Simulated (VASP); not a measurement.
Crystal: NaH.

```xyz
2
Lattice="0.0000 2.3975 2.3975 2.3975 0.0000 2.3975 2.3975 2.3975 0.0000" Properties=species:S:1:pos:R:3 pbc="T T T"
Na    0.0000    0.0000    0.0000
H     2.3975    2.3975    2.3975
```

Base run:

| Property | Result |
| --- | --- |
| Program | VASP 6.6.1 |
| Functional | PBEsol |
| Potentials or basis | VASP PAW PBE potentials, release 64 (Na_pv, H) |
| Cutoff | 500 eV |
| k mesh | 6 × 6 × 6 |
| Occupations | gaussian, width 0.01 eV |
| Spin | no spin polarisation |

Its results: band gap on the k mesh 3.65 eV, indirect (least direct gap 4.51 eV); pressure -0.1 GPa.

The run is repeated on the same cell with these changes: k mesh from 6 × 6 × 6 to 5 × 5 × 5. What comes out?

Band gap on the k mesh 4.48 eV, indirect (least direct gap 4.99 eV); pressure -0.1 GPa.

Caveats: some runs use coarse meshes; the PAW data sets were made with another functional, which shifts forces and pressure a little.

A k mesh can miss the band edges.
